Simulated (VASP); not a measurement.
# NaH (P6_3/mmc) in VASP: relaxation of cell and atoms with r2SCAN

Aim: the relaxation of cell and atoms of NaH with r2SCAN.

All numbers are computed with VASP 6.6.1; they aren't measurements. Logs are shortened: lines on timing, memory, paths and dates and some standing lists are left out, and cuts for length are marked.

### Step 1. The cell of the first run

The structure is hexagonal, space group P6_3/mmc (No. 194). The conventional cell has a = 3.345 Å, b = 3.345 Å, c = 5.885 Å, α = 90.00°, β = 90.00°, γ = 120.00°. Na (site symmetry -3m) has 6 H at 2.43 Å and 2 Na at 2.94 Å within 3.2 Å. H (site symmetry -6m2) has 6 Na at 2.43 Å within 3.2 Å.

### Step 2. Relaxation of cell and atoms, r2SCAN

Contents of POSCAR:

```
NaH
1.0
    3.3449972017      0.0000000000      0.0000000000
   -1.6724986009      2.8968525523      0.0000000000
    0.0000000000      0.0000000000      5.8851742200
Na H
2 2
Direct
    0.0000000000      0.0000000000      0.0000000000
    0.0000000000      0.0000000000      0.5000000000
    0.3333333333      0.6666666667      0.2500000000
    0.6666666667      0.3333333333      0.7500000000
```

Contents of INCAR.step1:

```
ALGO = Normal ; EDIFF = 1E-4
ENCUT = 600 ; GGA = PE
ISMEAR = -1 ; LASPH = T
LCHARG = F ; LREAL = F
LWAVE = T ; NELM = 100
PREC = Accurate ; SIGMA = 0.02
```

Contents of INCAR.step2:

```
ALGO = Normal ; EDIFF = 1E-6
EDIFFG = -0.005 ; ENCUT = 600
IBRION = 2 ; ISIF = 3
ISMEAR = -1 ; ISTART = 1
LASPH = T ; LCHARG = F
LMIXTAU = T ; LREAL = F
LWAVE = F ; METAGGA = R2SCAN
NELM = 100 ; NSW = 80
PREC = Accurate ; SIGMA = 0.02
```

Contents of KPOINTS:

```
k-points
0
Gamma
  12 12 4
```

Potentials or basis: VASP PAW PBE potentials, release 64 (Na_pv, H).

Run with:

```console
> cat potpaw_PBE.64/Na_pv/POTCAR potpaw_PBE.64/H/POTCAR > POTCAR
> cp INCAR.step1 INCAR
> mpirun -np 1 vasp_std > vasp.out
> cp INCAR.step2 INCAR
> mpirun -np 1 vasp_std > vasp.out
```

OUTCAR:

```text
EDIFF = 1E-6
   EDIFFG = -0.005
   ENCUT = 600
   IBRION = 2
   ISIF = 3
   ISMEAR = -1
   ISTART = 1
   LASPH = T
   LREAL = F
   METAGGA = R2SCAN
   NELM = 100
   NSW = 80
   PREC = Accurate

 ion  position               nearest neighbor table
   1  0.000  0.000  0.000-
   2  0.000  0.000  0.500-
   3  0.333  0.667  0.250-
   4  0.667  0.333  0.750-

  LATTYP: Found a hexagonal cell.
 ALAT       =     3.3449972017
 C/A-ratio  =     1.7593958575

  Lattice vectors:

 A1 = (   3.3449972017,   0.0000000000,   0.0000000000)
 A2 = (  -1.6724986009,   2.8968525523,   0.0000000000)
 A3 = (   0.0000000000,   0.0000000000,   5.8851742200)

Analysis of symmetry for initial positions (statically):
=====================================================================
 Subroutine PRICEL returns:
 Original cell was already a primitive cell.

 Routine SETGRP: Setting up the symmetry group for a
 hexagonal supercell.

 Subroutine GETGRP returns: Found 24 space group operations
 (whereof 12 operations were pure point group operations)
 out of a pool of 24 trial point group operations.

The static configuration has the point symmetry D_3d.
 The point group associated with its full space group is D_6h.

Analysis of symmetry for dynamics (positions and initial velocities):
=====================================================================
 Subroutine PRICEL returns:
 Original cell was already a primitive cell.

 Routine SETGRP: Setting up the symmetry group for a
 hexagonal supercell.

 Subroutine GETGRP returns: Found 24 space group operations
 (whereof 12 operations were pure point group operations)
 out of a pool of 24 trial point group operations.

The dynamic configuration has the point symmetry D_3d.
 The point group associated with its full space group is D_6h.

 Subroutine INISYM returns: Found 24 space group operations
 (whereof 12 operations are pure point group operations),
 and found     1 'primitive' translations

----------------------------------------------------------------------------------------

                                     Primitive cell

  volume of cell :      57.0271

  direct lattice vectors                    reciprocal lattice vectors
     3.344997202  0.000000000  0.000000000     0.298953912  0.172601122  0.000000000
    -1.672498601  2.896852552  0.000000000     0.000000000  0.345202243  0.000000000
     0.000000000  0.000000000  5.885174220     0.000000000  0.000000000  0.169918504

  length of vectors
     3.344997202  3.344997202  5.885174220     0.345202243  0.345202243  0.169918504

  position of ions in fractional coordinates (direct lattice)
     0.000000000  0.000000000  0.000000000
     0.000000000  0.000000000  0.500000000
     0.333333333  0.666666667  0.250000000
     0.666666667  0.333333333  0.750000000

  ion indices of the primitive-cell ions
   primitive index   ion index
                 1           1
                 2           2
                 3           3
                 4           4

----------------------------------------------------------------------------------------

 KPOINTS: k-points

Automatic generation of k-mesh.
 Grid dimensions read from file:
 generate k-points for:   12   12    4

 Generating k-lattice:

  Cartesian coordinates                     Fractional coordinates (reciprocal lattice)
     0.024912826  0.014383427  0.000000000     0.083333333  0.000000000  0.000000000
     0.000000000  0.028766854  0.000000000     0.000000000  0.083333333  0.000000000
     0.000000000  0.000000000  0.042479626     0.000000000  0.000000000  0.250000000

  Length of vectors
     0.028766854  0.028766854  0.042479626

  Shift w.r.t. Gamma in fractional coordinates (k-lattice)
     0.000000000  0.000000000  0.000000000

 Subroutine IBZKPT returns following result:
 ===========================================

 Found     57 irreducible k-points:

 Following reciprocal coordinates:
            Coordinates               Weight
  0.000000  0.000000  0.000000      1.000000
  0.083333  0.000000  0.000000      6.000000
  0.166667  0.000000  0.000000      6.000000
  0.250000  0.000000  0.000000      6.000000
  0.333333  0.000000  0.000000      6.000000
  0.416667  0.000000  0.000000      6.000000
[... 16 lines left out ...]
  0.250000  0.000000  0.250000     12.000000
  0.333333  0.000000  0.250000     12.000000
 [... further k-points ...]
   k-points           NKPTS =     57   k-points in BZ     NKDIM =     57   number of bands    NBANDS=     12
   number of dos      NEDOS =    301   number of ions     NIONS =      4
   total plane-waves  NPLWV =  37632
   dimension x,y,z NGX =    28 NGY =   28 NGZ =   48
   dimension x,y,z NGXF=    56 NGYF=   56 NGZF=   96
   ions per type =               2   2
   NGX,Y,Z   is equivalent  to a cutoff of  13.92, 13.92, 13.56 a.u.
   NGXF,Y,Z  is equivalent  to a cutoff of  27.83, 27.83, 27.12 a.u.
 SYSTEM =  unknown system
   PREC   = accura    normal or accurate (medium, high low for compatibility)
   ISTART =      1    job   : 0-new  1-cont  2-samecut
   ICHARG =      0    charge: 1-file 2-atom 10-const
   ISPIN  =      1    spin polarized calculation?
   LNONCOLLINEAR =      F non collinear calculations
   LSORBIT =      F    spin-orbit coupling
   LASPH  =      T    aspherical Exc in radial PAW
   ENCUT  =  600.0 eV  44.10 Ry    6.64 a.u.   6.68  6.68 11.75*2*pi/ulx,y,z
   NELM   =    100;   NELMIN=  2; NELMDL=  0     # of ELM steps
   EDIFF  = 0.1E-05   stopping-criterion for ELM
   LREAL  =      F    real-space projection
   EDIFFG = -.5E-02   stopping-criterion for IOM
   NSW    =     80    number of steps for IOM
   IBRION =      2    ionic relax: 0-MD 1-quasi-New 2-CG
   NFREE  =      1    steps in history (QN), initial steepest desc. (CG)
   ISIF   =      3    stress and relaxation
   ISYM   =      2    0-nonsym 1-usesym 2-fastsym
   POTIM  = 0.5000    time-step for ionic-motion
   TEBEG  =    0.0;   TEEND  =   0.0 temperature during run
   PSTRESS=    0.0 pullay stress
   NELECT =      16.0000    total number of electrons
   NUPDOWN=      -1.0000    fix difference up-down
   EMIN   =  10.00;   EMAX   =-10.00  energy-range for DOS
   EFERMI =   0.00;   METHOD = LEGACY
   ISMEAR =    -1;   SIGMA  =   0.02  broadening in eV -4-tet -1-fermi 0-gaus
   EFERMI_NEDOS =   21; number of points for ismear=-14 and -15
   IALGO  =     38    algorithm
   IMIX   =      4    mixing-type and parameters
     AMIX     =   0.40;   BMIX     =  1.00
     AMIX_MAG =   1.60;   BMIX_MAG =  1.00
  volume/ion in A,a.u.               =      14.26        96.21
  Fermi-wavevector in a.u.,A,eV,Ry     =   1.071736  2.025287 15.627886  1.148617
  Thomas-Fermi vector in A             =   2.207485
   LORBIT       =      0    0 simple, 1 ext, 2 COOP (PROOUT), +10 PAW based schemes
   METAGGA = R2SCAN    functional components
   LHFCALC =     F    Hartree Fock is set to
   AEXX    =    0.0000 exact exchange contribution
   IVDW    =     0    specifies the selected vdW correction
   LEPSILON=     F    determine dielectric tensor
   LRPA    =     F    only Hartree local field effects (RPA)
 conjugate gradient relaxation of ions
 non-spin polarized calculation
  energy-cutoff  :      600.00
  volume of cell :       57.03
 maximum number of plane-waves:      1943
 NGX is ok and might be reduce to    28
   NGX = 13   NGY = 13   NGZ = 23

--------------------------------------- Ionic step        1  -------------------------------------------

 number of electron      16.0000001 magnetization

 Free energy of the ion-electron system (eV)
  ---------------------------------------------------
  ext. energy  EPLUGINS =         0.00000000
  ---------------------------------------------------
  free energy    TOTEN  =       -15.02211238 eV

  energy without entropy =      -15.02211238  energy(sigma->0) =      -15.02211238

------------------------ aborting loop because EDIFF is reached ----------------------------------------

  FORCE on cell =-STRESS in cart. coord.  units (eV):
  Direction    XX          YY          ZZ          XY          YZ          ZX
  --------------------------------------------------------------------------------------
  -------------------------------------------------------------------------------------
  Total       -0.2897024     -0.2897024     -0.3371732      0.0000000      0.0000000      0.0000000
  in kB       -8.1391901     -8.1391901     -9.4728838      0.0000000      0.0000000      0.0000000
  external PRESSURE =      -8.5837547 kB  Pullay stress =       0.0000000 kB
[... 213 lines left out ...]
  energy  without entropy=      -15.0282417706  energy(sigma->0) =      -15.02824177

--------------------------------------- Ionic step        7  -------------------------------------------

 number of electron      16.0000010 magnetization

 Free energy of the ion-electron system (eV)
  ---------------------------------------------------
  ext. energy  EPLUGINS =         0.00000000
  ---------------------------------------------------
  free energy    TOTEN  =       -15.02825432 eV

  energy without entropy =      -15.02825432  energy(sigma->0) =      -15.02825432

 E-fermi :  -0.9065     XC(G=0):  -8.2240

 val. band max:       -1.3644690285   @ k =   0.2500   0.2500   0.0000
 cond. band min:       2.6646445032   @ k =   0.0000   0.0000   0.0000
 fundamental gap:      4.0291135317
 Fermi energy:        -0.9065462702

 k-point     1 :       0.0000    0.0000    0.0000
  band No.  band energies     occupation
      1     -24.5427      2.00000
      2     -24.3892      2.00000
      3     -24.3890      2.00000
      4     -24.3706      2.00000
      5     -24.3704      2.00000
      6     -24.3520      2.00000
      7      -4.9779      2.00000
      8      -2.5319      2.00000
      9       2.6646      0.00000
     10      10.1178      0.00000
     11      11.1129      0.00000
     12      13.2884      0.00000
[... 331 lines left out ...]
 k-point    24 :       0.3333    0.0000    0.2500
  band No.  band energies     occupation
      1     -24.4994      2.00000
      2     -24.4557      2.00000
      3     -24.4352      2.00000
      4     -24.4018      2.00000
      5     -24.3875      2.00000
      6     -24.3718      2.00000
      7      -3.1046      2.00000
      8      -1.9593      2.00000
      9       4.4802      0.00000
     10       5.6934      0.00000
     11       6.4523      0.00000
     12      10.5423      0.00000

 [... further k-points ...]

------------------------ aborting loop because EDIFF is reached ----------------------------------------

  FORCE on cell =-STRESS in cart. coord.  units (eV):
  Direction    XX          YY          ZZ          XY          YZ          ZX
  --------------------------------------------------------------------------------------
  -------------------------------------------------------------------------------------
  Total       -0.0107437     -0.0107437      0.0174585      0.0000000      0.0000000     -0.0000000
  in kB       -0.3123788     -0.3123788      0.5076142      0.0000000      0.0000000     -0.0000000
  external PRESSURE =      -0.0390478 kB  Pullay stress =       0.0000000 kB
[... 19 lines left out ...]
  FREE ENERGIE OF THE ION-ELECTRON SYSTEM (eV)
  ---------------------------------------------------
  free  energy   TOTEN  =       -15.0282543208 eV

  energy  without entropy=      -15.0282543208  energy(sigma->0) =      -15.02825432

 reached required accuracy - stopping structural energy minimisation
```

Wall time 5.4 min (1 thread of Intel Xeon 6975P-C (Granite Rapids), shared host); peak memory 0.21 GiB.

Results:

```
Free energy                           : -15.0283 eV
Relaxed volume                        : 13.78 Å³/atom
Relaxed cell                          : a = 3.307 Å, b = 3.307 Å, c = 5.818 Å, α = 90.00°, β = 90.00°, γ = 120.00°
Space group after relaxing (to 0.1 Å) : P6_3/mmc (No. 194)
Energy gained by relaxing             : 1.5 meV/atom
Ionic steps                           : 7
Pressure after relaxing               : 0.0 GPa
Band gap on the k mesh                : 4.03 eV (least direct gap 5.09 eV)
```

Stress tensor (GPa, compression positive):
```
-0.03  0.00  0.00
 0.00 -0.03  0.00
 0.00  0.00  0.05
```

Step by step:
```
step  energy change (eV)  largest force (eV/Å)  pressure (GPa)  volume (Å³)
   1              0.0000                0.0000           -0.86        57.03
   2             -0.0031                0.0000           -0.61        56.40
   3             -0.0046                0.0000           -0.42        55.99
   4             -0.0061                0.0000           -0.02        55.17
   5             -0.0061                0.0000            0.00        55.13
   6             -0.0061                0.0000            0.00        55.11
   7             -0.0061                0.0000            0.00        55.10
```

Final structure:
```
Na H
1.0
     3.30701    0.00000    0.00000
    -1.65351    2.86396    0.00000
     0.00000    0.00000    5.81811
Na H
2 2
Direct
  0.00000 0.00000 0.00000
  0.00000 0.00000 0.50000
  0.33333 0.66667 0.25000
  0.66667 0.33333 0.75000
```

Caveat: the PAW data sets were made with another functional, which shifts forces and pressure a little.
